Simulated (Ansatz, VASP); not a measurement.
One calculation of C, two programs

```
CELL_PARAMETERS angstrom
0.00000 1.78012 1.78012
1.78012 0.00000 1.78012
1.78012 1.78012 0.00000
ATOMIC_POSITIONS crystal
C 0.00000 0.00000 0.00000
C 0.25000 0.25000 0.25000
```

Alike in both runs: task single point; functional PBE0; k mesh 8 × 8 × 8; no spin polarisation.

```csv
,VASP,Ansatz
version,VASP 6.6.1,Ansatz 0.2.0
potentials or method,"VASP PAW PBE potentials, release 64 (C)","plane waves, PAW"
plane-wave cutoff (eV),520,420
occupations,"gaussian, width 0.01 eV",fixed
valence electrons in the cell,8,8
```

```csv
,VASP,Ansatz,Ansatz less VASP
gap on the k mesh at the Fermi level (eV),6.06,6.05,-0.007
pressure (GPa),-5.0,-5.8,-0.82
```

Ansatz's warnings: stress exchange threshold loose, stress scf threshold loose.
